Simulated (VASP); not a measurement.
Write the native input for VASP 6.6.1 that does the following.

```
Task                    : single point
Functional              : PBE
Potentials or basis     : VASP PAW PBE potentials, release 64 (Mo_sv, Sb)
Cutoff                  : 520 eV
k mesh                  : 10 × 10 × 6
Occupations             : gaussian, width 0.05 eV
Spin                    : no spin polarisation
Dipole correction       : no
k mesh for the DOS      : 15 × 15 × 9
Occupations for the DOS : tetrahedron
Further INCAR settings  : ALGO = Normal; EDIFF = 1e-06
```

SbMo:

```
Mo Sb
1.0
     4.35830    0.00000    0.00000
    -2.17915    3.77439    0.00000
     0.00000    0.00000    5.25274
Mo Sb
2 2
Direct
  0.00000 0.00000 0.00000
  0.00000 0.00000 0.50000
  0.33333 0.66667 0.25000
  0.66667 0.33333 0.75000
```

One way to write it, as run:

POSCAR

```
SbMo
1.0
    4.3582954797      0.0000000000      0.0000000000
   -2.1791477398      3.7743946027      0.0000000000
    0.0000000000      0.0000000000      5.2527398165
Mo Sb
2 2
Direct
    0.0000000000      0.0000000000      0.0000000000
    0.0000000000      0.0000000000      0.5000000000
    0.3333333333      0.6666666667      0.2500000000
    0.6666666667      0.3333333333      0.7500000000
```

INCAR.step1

```
ALGO = Normal
EDIFF = 1E-6
ENCUT = 520
GGA = PE
ISIF = 2
ISMEAR = 0
LASPH = True
LCHARG = True
LMAXMIX = 4
LREAL = False
LWAVE = False
NBANDS = 27
NELM = 100
PREC = Accurate
SIGMA = 0.05
```

KPOINTS.step1

```
k-points
0
Gamma
  10 10 6
```

INCAR.step2

```
ALGO = Normal
EDIFF = 1E-6
ENCUT = 520
GGA = PE
ICHARG = 11
ISIF = 2
ISMEAR = -5
LASPH = True
LCHARG = False
LMAXMIX = 4
LORBIT = 11
LREAL = False
LWAVE = False
NEDOS = 1001
NELM = 100
PREC = Accurate
SIGMA = 0.05
```

KPOINTS.step2

```
k-points
0
Gamma
  15 15 9
```

Potentials or basis: VASP PAW PBE potentials, release 64 (Mo_sv, Sb).

Run with:

```sh
$ cat potpaw_PBE.64/Mo_sv/POTCAR potpaw_PBE.64/Sb/POTCAR > POTCAR
$ cp INCAR.step1 INCAR
$ cp KPOINTS.step1 KPOINTS
$ mpirun -np 1 vasp_std > vasp.out
$ cp INCAR.step2 INCAR
$ cp KPOINTS.step2 KPOINTS
$ mpirun -np 1 vasp_std > vasp.out
```

It gave:

```json
{
  "Valence electrons inside the program's atomic spheres": "Mo 12.45; Sb 2.48"
}
```

Wall time 4.5 min on 1 thread of Intel Xeon 8259CL, on a shared host, peak memory 0.37 GiB.
